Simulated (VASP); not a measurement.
# ZnS (P6_3mc) in VASP: notebook

Runs on ZnS. Level: r2SCAN. Tasks: single point.

Program: VASP 6.6.1. These are calculated values, not measurements. Logs are shortened: lines on timing, memory, paths and dates and some standing lists are left out, and cuts for length are marked.

**1. The cell of the first run**

The structure is hexagonal, space group P6_3mc (No. 186). Conventional cell: a = 3.807 Å, b = 3.807 Å, c = 6.245 Å, α = 90.00°, β = 90.00°, γ = 120.00°. Within 3.1 Å of Zn (site symmetry 3m) lie 4 S at 2.33 to 2.34 Å. Within 3.1 Å of S (site symmetry 3m) lie 4 Zn at 2.33 to 2.34 Å.

**2. Single point, r2SCAN**

Contents of POSCAR:

```
ZnS
1.0
    3.8065185602      0.0000000000      0.0000000000
   -1.9032592801      3.2965417732      0.0000000000
    0.0000000000      0.0000000000      6.2448028839
Zn S
2 2
Direct
    0.3333333333      0.6666666667      0.0003440806
    0.6666666667      0.3333333333      0.5003440806
    0.3333333333      0.6666666667      0.3746559194
    0.6666666667      0.3333333333      0.8746559194
```

Contents of INCAR.step1:

```
SYSTEM = ZnS
ALGO = Normal ; EDIFF = 1E-4
ENCUT = 520 ; GGA = PE
ISMEAR = 0 ; LASPH = .True.
LCHARG = .False. ; LREAL = .False.
LWAVE = .True. ; NBANDS = 26
NELM = 80 ; PREC = Accurate
SIGMA = 0.02
```

Contents of INCAR.step2:

```
SYSTEM = ZnS
ALGO = Normal ; EDIFF = 1E-6
ENCUT = 520 ; ISIF = 2
ISMEAR = 0 ; ISTART = 1
LASPH = .True. ; LCHARG = .True.
LELF = .True. ; LMIXTAU = .True.
LREAL = .False. ; LVHAR = .True.
LWAVE = .False. ; METAGGA = R2SCAN
NBANDS = 26 ; NELM = 80
PREC = Accurate ; SIGMA = 0.02
```

Contents of KPOINTS:

```
k-points
0
Gamma
  6 6 4
  0 0 0
```

Potentials or basis: VASP PAW PBE potentials, release 64 (Zn, S).

Launch:

```
$ cat potpaw_PBE.64/Zn/POTCAR potpaw_PBE.64/S/POTCAR > POTCAR
$ cp INCAR.step1 INCAR
$ mpirun -np 1 vasp_std > vasp.out
$ cp INCAR.step2 INCAR
$ mpirun -np 1 vasp_std > vasp.out
```

OUTCAR:

```text
SYSTEM = ZnS
   EDIFF = 1E-6
   ENCUT = 520
   ISIF = 2
   ISMEAR = 0
   ISTART = 1
   LASPH = .True.
   LREAL = .False.
   METAGGA = R2SCAN
   NELM = 80
   PREC = Accurate

 ion  position               nearest neighbor table
   1  0.333  0.667  0.000-   4 2.33   4 2.33   4 2.33   3 2.34
   2  0.667  0.333  0.500-   3 2.33   3 2.33   3 2.33   4 2.34
   3  0.333  0.667  0.375-   2 2.33   2 2.33   2 2.33   1 2.34
   4  0.667  0.333  0.875-   1 2.33   1 2.33   1 2.33   2 2.34

  LATTYP: Found a hexagonal cell.
 ALAT       =     3.8065185602
 C/A-ratio  =     1.6405549546

  Lattice vectors:

 A1 = (   3.8065185602,   0.0000000000,   0.0000000000)
 A2 = (  -1.9032592801,   3.2965417732,   0.0000000000)
 A3 = (   0.0000000000,   0.0000000000,   6.2448028839)

Analysis of symmetry for initial positions (statically):
=====================================================================
 Subroutine PRICEL returns:
 Original cell was already a primitive cell.

 Routine SETGRP: Setting up the symmetry group for a
 hexagonal supercell.

 Subroutine GETGRP returns: Found 12 space group operations
 (whereof  6 operations were pure point group operations)
 out of a pool of 24 trial point group operations.

The static configuration has the point symmetry C_3v.
 The point group associated with its full space group is C_6v.

Analysis of symmetry for dynamics (positions and initial velocities):
=====================================================================
 Subroutine PRICEL returns:
 Original cell was already a primitive cell.

 Routine SETGRP: Setting up the symmetry group for a
 hexagonal supercell.

 Subroutine GETGRP returns: Found 12 space group operations
 (whereof  6 operations were pure point group operations)
 out of a pool of 24 trial point group operations.

The dynamic configuration has the point symmetry C_3v.
 The point group associated with its full space group is C_6v.

 Subroutine INISYM returns: Found 12 space group operations
 (whereof  6 operations are pure point group operations),
 and found     1 'primitive' translations

----------------------------------------------------------------------------------------

                                     Primitive cell

  volume of cell :      78.3620

  direct lattice vectors                    reciprocal lattice vectors
     3.806518560  0.000000000  0.000000000     0.262707244  0.151674098  0.000000000
    -1.903259280  3.296541773  0.000000000     0.000000000  0.303348196  0.000000000
     0.000000000  0.000000000  6.244802884     0.000000000  0.000000000  0.160133157

  length of vectors
     3.806518560  3.806518560  6.244802884     0.303348196  0.303348196  0.160133157

  position of ions in fractional coordinates (direct lattice)
     0.333333333  0.666666667  0.000344081
     0.666666667  0.333333333  0.500344081
     0.333333333  0.666666667  0.374655919
     0.666666667  0.333333333  0.874655919

  ion indices of the primitive-cell ions
   primitive index   ion index
                 1           1
                 2           2
                 3           3
                 4           4

----------------------------------------------------------------------------------------

 KPOINTS: k-points

Automatic generation of k-mesh.
 Grid dimensions read from file:
 generate k-points for:    6    6    4

 Generating k-lattice:

  Cartesian coordinates                     Fractional coordinates (reciprocal lattice)
     0.043784541  0.025279016  0.000000000     0.166666667  0.000000000  0.000000000
     0.000000000  0.050558033  0.000000000     0.000000000  0.166666667  0.000000000
     0.000000000  0.000000000  0.040033289     0.000000000  0.000000000  0.250000000

  Length of vectors
     0.050558033  0.050558033  0.040033289

  Shift w.r.t. Gamma in fractional coordinates (k-lattice)
     0.000000000  0.000000000  0.000000000

 Subroutine IBZKPT returns following result:
 ===========================================

 Found     21 irreducible k-points:

 Following reciprocal coordinates:
            Coordinates               Weight
  0.000000  0.000000  0.000000      1.000000
  0.166667  0.000000  0.000000      6.000000
  0.333333  0.000000  0.000000      6.000000
  0.500000  0.000000  0.000000      3.000000
  0.166667  0.166667  0.000000      6.000000
  0.333333  0.166667  0.000000     12.000000
[... 13 lines left out ...]
  0.333333  0.166667  0.500000     12.000000
  0.333333  0.333333  0.500000      2.000000
   k-points           NKPTS =     21   k-points in BZ     NKDIM =     21   number of bands    NBANDS=     26
   number of dos      NEDOS =    301   number of ions     NIONS =      4
   total plane-waves  NPLWV =  37632
   dimension x,y,z NGX =    28 NGY =   28 NGZ =   48
   dimension x,y,z NGXF=    56 NGYF=   56 NGZF=   96
   ions per type =               2   2
   NGX,Y,Z   is equivalent  to a cutoff of  12.23, 12.23, 12.78 a.u.
   NGXF,Y,Z  is equivalent  to a cutoff of  24.46, 24.46, 25.56 a.u.
 SYSTEM =  ZnS
   PREC   = accura    normal or accurate (medium, high low for compatibility)
   ISTART =      1    job   : 0-new  1-cont  2-samecut
   ICHARG =      0    charge: 1-file 2-atom 10-const
   ISPIN  =      1    spin polarized calculation?
   LNONCOLLINEAR =      F non collinear calculations
   LSORBIT =      F    spin-orbit coupling
   LASPH  =      T    aspherical Exc in radial PAW
   ENCUT  =  520.0 eV  38.22 Ry    6.18 a.u.   7.08  7.08 11.61*2*pi/ulx,y,z
   NELM   =     80;   NELMIN=  2; NELMDL=  0     # of ELM steps
   EDIFF  = 0.1E-05   stopping-criterion for ELM
   LREAL  =      F    real-space projection
   EDIFFG = 0.1E-04   stopping-criterion for IOM
   NSW    =      0    number of steps for IOM
   IBRION =     -1    ionic relax: 0-MD 1-quasi-New 2-CG
   NFREE  =      0    steps in history (QN), initial steepest desc. (CG)
   ISIF   =      2    stress and relaxation
   ISYM   =      2    0-nonsym 1-usesym 2-fastsym
   POTIM  = 0.5000    time-step for ionic-motion
   TEBEG  =    0.0;   TEEND  =   0.0 temperature during run
   PSTRESS=    0.0 pullay stress
   NELECT =      36.0000    total number of electrons
   NUPDOWN=      -1.0000    fix difference up-down
   EMIN   =  10.00;   EMAX   =-10.00  energy-range for DOS
   EFERMI =   0.00;   METHOD = LEGACY
   ISMEAR =     0;   SIGMA  =   0.02  broadening in eV -4-tet -1-fermi 0-gaus
   EFERMI_NEDOS =   21; number of points for ismear=-14 and -15
   IALGO  =     38    algorithm
   IMIX   =      4    mixing-type and parameters
     AMIX     =   0.40;   BMIX     =  1.00
     AMIX_MAG =   1.60;   BMIX_MAG =  1.00
  volume/ion in A,a.u.               =      19.59       132.20
  Fermi-wavevector in a.u.,A,eV,Ry     =   1.263205  2.387112 21.710645  1.595687
  Thomas-Fermi vector in A             =   2.396574
   LORBIT       =      0    0 simple, 1 ext, 2 COOP (PROOUT), +10 PAW based schemes
   METAGGA = R2SCAN    functional components
   LHFCALC =     F    Hartree Fock is set to
   AEXX    =    0.0000 exact exchange contribution
   IVDW    =     0    specifies the selected vdW correction
   LEPSILON=     F    determine dielectric tensor
   LRPA    =     F    only Hartree local field effects (RPA)
 non-spin polarized calculation
 Gauss-broadening in eV      SIGMA  =   0.02
  energy-cutoff  :      520.00
  volume of cell :       78.36
 maximum number of plane-waves:      2130
   NGX = 15   NGY = 15   NGZ = 23

 number of electron      35.9999978 magnetization

 Free energy of the ion-electron system (eV)
  ---------------------------------------------------
  ext. energy  EPLUGINS =         0.00000000
  ---------------------------------------------------
  free energy    TOTEN  =       -37.72117725 eV

  energy without entropy =      -37.72117725  energy(sigma->0) =      -37.72117725

 E-fermi :   2.0407     XC(G=0): -10.3119

 val. band max:        1.9171964594   @ k =   0.0000   0.0000   0.0000
 cond. band min:       4.7043291585   @ k =   0.0000   0.0000   0.0000
 fundamental gap:      2.7871326991
 Fermi energy:         2.0406881596

 k-point     1 :       0.0000    0.0000    0.0000
  band No.  band energies     occupation
      1     -11.8342      2.00000
      2     -10.8735      2.00000
      3      -4.6175      2.00000
      4      -4.6026      2.00000
      5      -4.6026      2.00000
      6      -4.5117      2.00000
[... 18 lines left out ...]
     25      10.1548      0.00000
     26      11.7822      0.00000

 k-point     2 :       0.1667    0.0000    0.0000
  band No.  band energies     occupation
      1     -11.6460      2.00000
      2     -10.7715      2.00000
      3      -4.6136      2.00000
      4      -4.5778      2.00000
      5      -4.5661      2.00000
      6      -4.4852      2.00000
[... 18 lines left out ...]
     25      10.6638      0.00000
     26      11.0027      0.00000

 k-point     3 :       0.3333    0.0000    0.0000
  band No.  band energies     occupation
      1     -11.1950      2.00000
      2     -10.5894      2.00000
      3      -4.5968      2.00000
      4      -4.5085      2.00000
      5      -4.5077      2.00000
      6      -4.3531      2.00000
[... 18 lines left out ...]
     25      11.1303      0.00000
     26      12.3342      0.00000

 k-point     4 :       0.5000    0.0000    0.0000
  band No.  band energies     occupation
      1     -10.8842      2.00000
      2     -10.5518      2.00000
      3      -4.5816      2.00000
      4      -4.4879      2.00000
      5      -4.3468      2.00000
      6      -4.3270      2.00000
[... 18 lines left out ...]
     25      11.5351      0.00000
     26      14.1528      0.00000

 k-point     5 :       0.1667    0.1667    0.0000
  band No.  band energies     occupation
      1     -11.3227      2.00000
      2     -10.6289      2.00000
      3      -4.5654      2.00000
      4      -4.5497      2.00000
      5      -4.5181      2.00000
      6      -4.4291      2.00000
[... 18 lines left out ...]
     25      10.9921      0.00000
     26      11.4360      0.00000

 k-point     6 :       0.3333    0.1667    0.0000
  band No.  band energies     occupation
      1     -10.8984      2.00000
      2     -10.5445      2.00000
      3      -4.5636      2.00000
      4      -4.4746      2.00000
      5      -4.3637      2.00000
      6      -4.3073      2.00000
[... 340 lines left out ...]
 k-point    18 :       0.5000    0.0000    0.5000
  band No.  band energies     occupation
      1     -10.7091      2.00000
      2     -10.7091      2.00000
      3      -4.5838      2.00000
      4      -4.5838      2.00000
      5      -4.3878      2.00000
      6      -4.3878      2.00000
[... 18 lines left out ...]
     25      11.7604      0.00000
     26      11.7604      0.00000

 k-point    19 :       0.1667    0.1667    0.5000
  band No.  band energies     occupation
      1     -10.9899      2.00000
      2     -10.9899      2.00000
      3      -4.5766      2.00000
      4      -4.5766      2.00000
      5      -4.4688      2.00000
      6      -4.4688      2.00000
[... 18 lines left out ...]
     25      10.8583      0.00000
     26      10.8583      0.00000

 k-point    20 :       0.3333    0.1667    0.5000
  band No.  band energies     occupation
      1     -10.7137      2.00000
      2     -10.7137      2.00000
      3      -4.5331      2.00000
      4      -4.5331      2.00000
      5      -4.3984      2.00000
      6      -4.3984      2.00000
[... 18 lines left out ...]
     25      11.6306      0.00000
     26      11.6306      0.00000

 k-point    21 :       0.3333    0.3333    0.5000
  band No.  band energies     occupation
      1     -10.6189      2.00000
      2     -10.6189      2.00000
      3      -4.4589      2.00000
      4      -4.4589      2.00000
      5      -4.4259      2.00000
      6      -4.4259      2.00000
[... 18 lines left out ...]
     25      12.1613      0.00000
     26      12.1613      0.00000

------------------------ aborting loop because EDIFF is reached ----------------------------------------

  FORCE on cell =-STRESS in cart. coord.  units (eV):
  Direction    XX          YY          ZZ          XY          YZ          ZX
  --------------------------------------------------------------------------------------
  -------------------------------------------------------------------------------------
  Total        0.0467012      0.0467012      0.0262015      0.0000000      0.0000000      0.0000000
  in kB        0.9548469      0.9548469      0.5357127      0.0000000      0.0000000      0.0000000
  external PRESSURE =       0.8151355 kB  Pullay stress =       0.0000000 kB

 VOLUME and BASIS-vectors are now :
 -----------------------------------------------------------------------------
  energy-cutoff  :      520.00
  volume of cell :       78.36
      direct lattice vectors                 reciprocal lattice vectors
     3.806518560  0.000000000  0.000000000     0.262707244  0.151674098  0.000000000
    -1.903259280  3.296541773  0.000000000     0.000000000  0.303348196  0.000000000
     0.000000000  0.000000000  6.244802884     0.000000000  0.000000000  0.160133157

 POSITION                                       TOTAL-FORCE (eV/Angst)
 -----------------------------------------------------------------------------------
     -0.00000      2.19769      0.00215        -0.000000      0.000000     -0.002383
      1.90326      1.09885      3.12455         0.000000     -0.000000     -0.002383
     -0.00000      2.19769      2.33965        -0.000000     -0.000000      0.002383
      1.90326      1.09885      5.46205        -0.000000     -0.000000      0.002383
 -----------------------------------------------------------------------------------
    total drift:                               -0.000000     -0.000000     -0.014995

  FREE ENERGIE OF THE ION-ELECTRON SYSTEM (eV)
  ---------------------------------------------------
  free  energy   TOTEN  =       -37.7211772485 eV

  energy  without entropy=      -37.7211772485  energy(sigma->0) =      -37.72117725
```

Run time: 4.5 min. Hardware: 1 thread of AMD EPYC 7R13, shared host; peak memory 0.18 GiB.

What came out:

| Item | Value |
| --- | --- |
| Free energy | -37.7212 eV |
| Pressure | 0.1 GPa |
| Band gap on the k mesh | 2.79 eV, direct |

Forces on the atoms (eV/Å):
```
Zn   0.000  0.000 -0.002
Zn   0.000  0.000 -0.002
S    0.000  0.000  0.002
S    0.000  0.000  0.002
```

Levels at points of the mesh, in eV from the valence-band top:
```csv
k point,band 15,band 16,band 17,band 18,band 19,band 20,band 21,band 22
"(0.00, 0.00, 0.00)",-0.92,-0.08,0.00,0.00,2.79,3.62,6.80,6.80
"(0.50, 0.00, 0.00)",-3.35,-2.31,-1.73,-0.91,4.04,4.78,5.45,7.37
"(0.00, 0.00, 0.50)",-0.48,-0.48,-0.48,-0.48,4.11,4.11,7.26,7.26
"(0.50, 0.00, 0.50)",-1.68,-1.68,-1.66,-1.66,3.96,3.96,5.66,5.66
```

Caveat: the PAW data sets were made with another functional, which shifts forces and pressure a little. r2SCAN opens gaps a little over a GGA but as a rule still falls short of measured ones.

(Part 1 of 2 ends here.)
